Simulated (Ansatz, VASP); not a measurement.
## Two plane-wave programs on ZnTe2O3

```
CELL_PARAMETERS angstrom
-2.78655 2.78655 4.15958
2.78655 -2.78655 4.15958
2.78655 2.78655 -4.15958
ATOMIC_POSITIONS crystal
Zn 0.00000 0.00000 0.00000
Te 0.67216 0.67216 0.00000
Te 0.32784 0.32784 0.00000
O 0.75000 0.25000 0.50000
O 0.25000 0.75000 0.50000
O 0.50000 0.50000 0.00000
```

Alike in both runs: task single point; functional PBE; k mesh 4 × 4 × 4; occupations gaussian, width 0.1 eV; no spin polarisation.

|  | VASP | Ansatz |
| --- | --- | --- |
| version | VASP 6.6.1 | Ansatz 0.2.0 |
| potentials or method | VASP PAW PBE potentials, release 64 (Zn, Te, O), cutoff 520 eV | scalar-relativistic, plane waves, PAW |
| valence electrons in the cell | 42 | 62 |

Ansatz gave:

- gap on the k mesh at the Fermi level (eV): none
- rms of the force components (eV/Å): 16.228

Question: Which values does VASP return?

Answer: gap on the k mesh at the Fermi level (eV): none; rms of the force components (eV/Å): 15.795.

Atom by atom the forces differ by 0.433 eV/Å (rms over components). A gap of «none» marks a metal or a gap that the smearing closes. VASP's potentials hold 42 valence electrons a cell and Ansatz's 62, so a difference there can come from the potentials and not from the codes.

The k mesh is coarse, so the values compare programs but aren't converged. Neither program's run includes spin-orbit coupling.
